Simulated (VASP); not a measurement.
# Ag (Fm-3m) in VASP: a series of runs

The runs below take Ag through single point, relaxation of cell and atoms, with PBEsol.

All numbers are computed with VASP 6.6.1; they aren't measurements. Logs are shortened: lines on timing, memory, paths and dates and some standing lists are left out, and cuts for length are marked.

### 1 The cell of the first run

Symmetry: Fm-3m, No. 225, cubic system. Conventional cell: a = 4.057 Å, b = 4.057 Å, c = 4.057 Å, α = 90.00°, β = 90.00°, γ = 90.00°. Within 3.8 Å of Ag (site symmetry m-3m) lie 12 Ag at 2.87 Å.

### 2 Single point, PBEsol

Contents of INCAR:

```
  ALGO = Normal
  EDIFF = 1E-7
  ENCUT = 520
  GGA = PS
  ISIF = 2
  ISMEAR = -1
  LASPH = T
  LCHARG = F
  LREAL = F
  LWAVE = F
  NBANDS = 12
  NELM = 80
  PREC = Accurate
  SIGMA = 0.05
```

Contents of KPOINTS:

```
k-points
0
Gamma
  10 10 10
```

Contents of POSCAR:

```
Ag
1.0
    0.0000000000      2.0287338483      2.0287338483
    2.0287338483      0.0000000000      2.0287338483
    2.0287338483      2.0287338483      0.0000000000
Ag
1
Direct
    0.0000000000      0.0000000000      0.0000000000
```

Potentials or basis: VASP PAW PBE potentials, release 64 (Ag).

Command:

```
cat potpaw_PBE.64/Ag/POTCAR > POTCAR
mpirun -np 1 vasp_std > vasp.out
```

OUTCAR:

```text
EDIFF = 1E-7
   ENCUT = 520
   GGA = PS
   ISIF = 2
   ISMEAR = -1
   LASPH = T
   LREAL = F
   NELM = 80
   PREC = Accurate

 ion  position               nearest neighbor table
   1  0.000  0.000  0.000-

  LATTYP: Found a face centered cubic cell.
 ALAT       =     4.0574676966

  Lattice vectors:

 A1 = (   0.0000000000,   2.0287338483,   2.0287338483)
 A2 = (   2.0287338483,   0.0000000000,   2.0287338483)
 A3 = (   2.0287338483,   2.0287338483,   0.0000000000)

Analysis of symmetry for initial positions (statically):
=====================================================================
 Subroutine PRICEL returns:
 Original cell was already a primitive cell.

 Routine SETGRP: Setting up the symmetry group for a
 face centered cubic supercell.

 Subroutine GETGRP returns: Found 48 space group operations
 (whereof 48 operations were pure point group operations)
 out of a pool of 48 trial point group operations.

The static configuration has the point symmetry O_h .

Analysis of symmetry for dynamics (positions and initial velocities):
=====================================================================
 Subroutine PRICEL returns:
 Original cell was already a primitive cell.

 Routine SETGRP: Setting up the symmetry group for a
 face centered cubic supercell.

 Subroutine GETGRP returns: Found 48 space group operations
 (whereof 48 operations were pure point group operations)
 out of a pool of 48 trial point group operations.

The dynamic configuration has the point symmetry O_h .

 Subroutine INISYM returns: Found 48 space group operations
 (whereof 48 operations are pure point group operations),
 and found     1 'primitive' translations

----------------------------------------------------------------------------------------

                                     Primitive cell

  volume of cell :      16.6996

  direct lattice vectors                    reciprocal lattice vectors
     0.000000000  2.028733848  2.028733848    -0.246459140  0.246459140  0.246459140
     2.028733848  0.000000000  2.028733848     0.246459140 -0.246459140  0.246459140
     2.028733848  2.028733848  0.000000000     0.246459140  0.246459140 -0.246459140

  length of vectors
     2.869062923  2.869062923  2.869062923     0.426879753  0.426879753  0.426879753

  position of ions in fractional coordinates (direct lattice)
     0.000000000  0.000000000  0.000000000

  ion indices of the primitive-cell ions
   primitive index   ion index
                 1           1

----------------------------------------------------------------------------------------

 KPOINTS: k-points

Automatic generation of k-mesh.
 Grid dimensions read from file:
 generate k-points for:   10   10   10

 Generating k-lattice:

  Cartesian coordinates                     Fractional coordinates (reciprocal lattice)
    -0.024645914  0.024645914  0.024645914     0.100000000  0.000000000  0.000000000
     0.024645914 -0.024645914  0.024645914     0.000000000  0.100000000  0.000000000
     0.024645914  0.024645914 -0.024645914     0.000000000  0.000000000  0.100000000

  Length of vectors
     0.042687975  0.042687975  0.042687975

  Shift w.r.t. Gamma in fractional coordinates (k-lattice)
     0.000000000  0.000000000  0.000000000

 Subroutine IBZKPT returns following result:
 ===========================================

 Found     47 irreducible k-points:

 Following reciprocal coordinates:
            Coordinates               Weight
  0.000000  0.000000  0.000000      1.000000
  0.100000  0.000000  0.000000      8.000000
  0.200000  0.000000  0.000000      8.000000
  0.300000  0.000000  0.000000      8.000000
  0.400000  0.000000  0.000000      8.000000
  0.500000  0.000000  0.000000      4.000000
[... 16 lines left out ...]
  0.300000  0.300000  0.000000      6.000000
  0.400000  0.300000  0.000000     24.000000
 [... further k-points ...]
   k-points           NKPTS =     47   k-points in BZ     NKDIM =     47   number of bands    NBANDS=     12
   number of dos      NEDOS =    301   number of ions     NIONS =      1
   total plane-waves  NPLWV =  13824
   dimension x,y,z NGX =    24 NGY =   24 NGZ =   24
   dimension x,y,z NGXF=    48 NGYF=   48 NGZF=   48
   ions per type =               1
   NGX,Y,Z   is equivalent  to a cutoff of  13.91, 13.91, 13.91 a.u.
   NGXF,Y,Z  is equivalent  to a cutoff of  27.81, 27.81, 27.81 a.u.
 SYSTEM =  unknown system
   PREC   = accura    normal or accurate (medium, high low for compatibility)
   ISTART =      0    job   : 0-new  1-cont  2-samecut
   ICHARG =      2    charge: 1-file 2-atom 10-const
   ISPIN  =      1    spin polarized calculation?
   LNONCOLLINEAR =      F non collinear calculations
   LSORBIT =      F    spin-orbit coupling
   LASPH  =      T    aspherical Exc in radial PAW
   ENCUT  =  520.0 eV  38.22 Ry    6.18 a.u.   5.33  5.33  5.33*2*pi/ulx,y,z
   NELM   =     80;   NELMIN=  2; NELMDL= -5     # of ELM steps
   EDIFF  = 0.1E-06   stopping-criterion for ELM
   LREAL  =      F    real-space projection
   EDIFFG = 0.1E-05   stopping-criterion for IOM
   NSW    =      0    number of steps for IOM
   IBRION =     -1    ionic relax: 0-MD 1-quasi-New 2-CG
   NFREE  =      0    steps in history (QN), initial steepest desc. (CG)
   ISIF   =      2    stress and relaxation
   ISYM   =      2    0-nonsym 1-usesym 2-fastsym
   POTIM  = 0.5000    time-step for ionic-motion
   TEBEG  =    0.0;   TEEND  =   0.0 temperature during run
   PSTRESS=    0.0 pullay stress
   NELECT =      11.0000    total number of electrons
   NUPDOWN=      -1.0000    fix difference up-down
   EMIN   =  10.00;   EMAX   =-10.00  energy-range for DOS
   EFERMI =   0.00;   METHOD = LEGACY
   ISMEAR =    -1;   SIGMA  =   0.05  broadening in eV -4-tet -1-fermi 0-gaus
   EFERMI_NEDOS =   21; number of points for ismear=-14 and -15
   IALGO  =     38    algorithm
   IMIX   =      4    mixing-type and parameters
     AMIX     =   0.40;   BMIX     =  1.00
     AMIX_MAG =   1.60;   BMIX_MAG =  1.00
  volume/ion in A,a.u.               =      16.70       112.69
  Fermi-wavevector in a.u.,A,eV,Ry     =   1.424418  2.691759 27.605750  2.028965
  Thomas-Fermi vector in A             =   2.544911
   LORBIT       =      0    0 simple, 1 ext, 2 COOP (PROOUT), +10 PAW based schemes
   GGA     = PS    functional components
   LHFCALC =     F    Hartree Fock is set to
   AEXX    =    0.0000 exact exchange contribution
   IVDW    =     0    specifies the selected vdW correction
   LEPSILON=     F    determine dielectric tensor
   LRPA    =     F    only Hartree local field effects (RPA)
 non-spin polarized calculation
  energy-cutoff  :      520.00
  volume of cell :       16.70
 maximum number of plane-waves:       464
 NGX is ok and might be reduce to    24
   NGX = 11   NGY = 11   NGZ = 11

 number of electron      11.0000001 magnetization

 Free energy of the ion-electron system (eV)
  ---------------------------------------------------
  ext. energy  EPLUGINS =         0.00000000
  ---------------------------------------------------
  free energy    TOTEN  =        -3.29539528 eV

  energy without entropy =       -3.29268344  energy(sigma->0) =       -3.29403936

 E-fermi :   8.4680     XC(G=0): -12.5360

 val. band max:        8.2400641466   @ k =   0.5000   0.2000   0.1000
 cond. band min:       8.5739868579   @ k =   0.5000   0.1000   0.0000
 fundamental gap:      0.3339227113
 Fermi energy:         8.4679824856

 k-point     1 :       0.0000    0.0000    0.0000
  band No.  band energies     occupation
      1       0.5381      2.00000
      2       3.6805      2.00000
      3       3.6805      2.00000
      4       3.6805      2.00000
      5       4.7672      2.00000
      6       4.7672      2.00000
      7      24.5521      0.00000
      8      28.2487      0.00000
      9      28.2487      0.00000
     10      28.2487      0.00000
     11      33.1202      0.00000
     12      34.3861      0.00000

 k-point     2 :       0.1000    0.0000    0.0000
  band No.  band energies     occupation
      1       0.8509      2.00000
      2       3.6116      2.00000
      3       3.7649      2.00000
      4       3.7649      2.00000
      5       4.7379      2.00000
      6       4.7379      2.00000
      7      24.4960      0.00000
      8      26.2162      0.00000
      9      28.3896      0.00000
     10      28.3896      0.00000
     11      32.6240      0.00000
     12      33.9325      0.00000

 k-point     3 :       0.2000    0.0000    0.0000
  band No.  band energies     occupation
      1       1.6305      2.00000
      2       3.6071      2.00000
      3       3.8930      2.00000
      4       3.8930      2.00000
      5       4.7740      2.00000
      6       4.7740      2.00000
      7      21.7193      0.00000
      8      25.4075      0.00000
      9      28.5448      0.00000
     10      28.5448      0.00000
     11      31.4453      0.00000
     12      32.6058      0.00000

 k-point     4 :       0.3000    0.0000    0.0000
  band No.  band energies     occupation
      1       2.1056      2.00000
      2       3.8412      2.00000
      3       3.8412      2.00000
      4       4.5121      2.00000
      5       5.0722      2.00000
      6       5.0722      2.00000
      7      17.8525      0.00000
      8      24.8057      0.00000
      9      28.0055      0.00000
     10      28.0055      0.00000
     11      31.6939      0.00000
     12      31.6939      0.00000

 k-point     5 :       0.4000    0.0000    0.0000
  band No.  band energies     occupation
      1       2.0590      2.00000
      2       3.7142      2.00000
      3       3.7142      2.00000
      4       5.4384      2.00000
      5       5.4384      2.00000
      6       6.4902      2.00000
      7      14.2626      0.00000
      8      24.0767      0.00000
      9      26.9998      0.00000
     10      26.9998      0.00000
     11      31.6036      0.00000
     12      31.6036      0.00000
[... 228 lines left out ...]
      1       2.8041      2.00000
      2       3.4411      2.00000
      3       3.9611      2.00000
      4       4.2185      2.00000
      5       4.9282      2.00000
      6       7.9940      1.99985
      7      16.2183      0.00000
      8      19.7900      0.00000
      9      25.6216      0.00000
     10      26.5402      0.00000
     11      31.6432      0.00000
     12      33.7878      0.00000

 k-point    22 :      -0.2000    0.2000    0.0000
  band No.  band energies     occupation
      1       2.8544      2.00000
      2       3.2422      2.00000
      3       3.8400      2.00000
      4       4.3356      2.00000
      5       4.4367      2.00000
      6       6.3635      2.00000
      7      19.7968      0.00000
      8      20.1848      0.00000
      9      26.7431      0.00000
     10      28.9924      0.00000
     11      29.6366      0.00000
     12      34.0733      0.00000

 k-point    23 :       0.3000    0.3000    0.0000
  band No.  band energies     occupation
      1       2.4412      2.00000
      2       2.6123      2.00000
      3       4.9224      2.00000
      4       4.9224      2.00000
      5       5.2787      2.00000
      6       5.4847      2.00000
      7      21.9998      0.00000
      8      21.9998      0.00000
      9      22.3937      0.00000
     10      25.5517      0.00000
     11      26.2799      0.00000
     12      37.3508      0.00000

 k-point    24 :       0.4000    0.3000    0.0000
  band No.  band energies     occupation
      1       2.3833      2.00000
      2       2.5310      2.00000
      3       4.8162      2.00000
      4       4.9939      2.00000
      5       5.5490      2.00000
      6       7.2505      2.00000
      7      19.1500      0.00000
      8      20.3121      0.00000
      9      21.1684      0.00000
     10      25.7182      0.00000
     11      27.8328      0.00000
     12      37.2690      0.00000

 [... further k-points ...]

------------------------ aborting loop because EDIFF is reached ----------------------------------------

  FORCE on cell =-STRESS in cart. coord.  units (eV):
  Direction    XX          YY          ZZ          XY          YZ          ZX
  --------------------------------------------------------------------------------------
  -------------------------------------------------------------------------------------
  Total       -0.0232639     -0.0232639     -0.0232639     -0.0000000      0.0000000     -0.0000000
  in kB       -2.2319650     -2.2319650     -2.2319650     -0.0000000      0.0000000     -0.0000000
  external PRESSURE =      -2.2319650 kB  Pullay stress =       0.0000000 kB

 VOLUME and BASIS-vectors are now :
 -----------------------------------------------------------------------------
  energy-cutoff  :      520.00
  volume of cell :       16.70
      direct lattice vectors                 reciprocal lattice vectors
     0.000000000  2.028733848  2.028733848    -0.246459140  0.246459140  0.246459140
     2.028733848  0.000000000  2.028733848     0.246459140 -0.246459140  0.246459140
     2.028733848  2.028733848  0.000000000     0.246459140  0.246459140 -0.246459140

 POSITION                                       TOTAL-FORCE (eV/Angst)
 -----------------------------------------------------------------------------------
      0.00000      0.00000      0.00000         0.000000      0.000000      0.000000
 -----------------------------------------------------------------------------------
    total drift:                               -0.000000      0.000000      0.000000

  FREE ENERGIE OF THE ION-ELECTRON SYSTEM (eV)
  ---------------------------------------------------
  free  energy   TOTEN  =        -3.2953952793 eV

  energy  without entropy=       -3.2926834405  energy(sigma->0) =       -3.29403936
```

Run time: 9.8 s. Hardware: 1 thread of AMD EPYC 7R13, shared host; peak memory 0.11 GiB.

What came out:

```
Free energy            : -3.2954 eV
Pressure               : -0.2 GPa
Band gap on the k mesh : zero (an odd number of electrons rules out a gap without spin polarisation)
```

Levels at points of the mesh, in eV from the Fermi level:
```tsv
k point	band 2	band 3	band 4	band 5	band 6	band 7	band 8	band 9	band 10	band 11
(0.00, 0.00, 0.00)	-4.79	-4.79	-4.79	-3.70	-3.70	16.08	19.78	19.78	19.78	24.65
(0.50, 0.00, 0.00)	-4.81	-4.81	-2.87	-2.87	-0.46	3.76	15.32	18.08	18.08	23.18
(0.50, 0.50, 0.00)	-6.35	-2.90	-2.66	-2.66	1.58	6.94	10.76	10.76	17.47	17.55
```

Caveat: the PAW data sets were made with another functional, which shifts forces and pressure a little.

### 3 Relaxation of cell and atoms, PBEsol

Contents of INCAR:

```
ALGO     = Normal         # electronic algorithm
EDIFF    = 1E-7           # SCF threshold, eV
EDIFFG   = -0.01          # ionic threshold
ENCUT    = 600            # plane-wave cutoff, eV
GGA      = PS             # functional
IBRION   = 2              # ionic algorithm
ISIF     = 3              # what is computed and relaxed
ISMEAR   = -1             # smearing method
LASPH    = True           # aspherical terms in the spheres
LCHARG   = False          # write CHGCAR
LREAL    = False          # projectors in reciprocal space
LWAVE    = False          # write WAVECAR
NELM     = 100            # most SCF steps
NSW      = 60             # ionic steps
PREC     = Accurate       # precision mode
SIGMA    = 0.05           # smearing width, eV
```

KPOINTS is that of step 2.

POSCAR is that of step 2.

Potentials or basis: VASP PAW PBE potentials, release 64 (Ag).

Command:

```
cat potpaw_PBE.64/Ag/POTCAR > POTCAR
mpirun -np 1 vasp_std > vasp.out
```

Wall time 15 s (1 thread of AMD EPYC 7R13, shared host); peak memory 0.12 GiB.

It converged, with:

```
Free energy                           : -3.2955 eV
Relaxed volume                        : 16.67 Å³/atom
Relaxed cell                          : a = 2.867 Å, b = 2.867 Å, c = 2.867 Å, α = 60.00°, β = 60.00°, γ = 60.00°
Space group after relaxing (to 0.1 Å) : Fm-3m (No. 225)
Energy gained by relaxing             : 0.0 meV/atom
Ionic steps                           : 3
Pressure after relaxing               : 0.0 GPa
Band gap on the k mesh                : zero (an odd number of electrons rules out a gap without spin polarisation)
```

Final structure:
```xyz
1
Lattice="0.0000 2.0274 2.0274 2.0274 0.0000 2.0274 2.0274 2.0274 0.0000" Properties=species:S:1:pos:R:3 pbc="T T T"
Ag    0.0000    0.0000    0.0000
```

Levels at points of the mesh, in eV from the Fermi level:
```tsv
k point	band 2	band 3	band 4	band 5	band 6	band 7	band 8	band 9
(0.00, 0.00, 0.00)	-4.80	-4.80	-4.80	-3.71	-3.71	16.09	19.80	19.80
(0.50, 0.00, 0.00)	-4.82	-4.82	-2.87	-2.87	-0.47	3.77	15.32	18.10
(0.50, 0.50, 0.00)	-6.37	-2.90	-2.66	-2.66	1.57	6.95	10.77	10.77
```

Caveat: the PAW data sets were made with another functional, which shifts forces and pressure a little.

The gap in the log of VASP goes by the Fermi energy; the results here count the filled bands.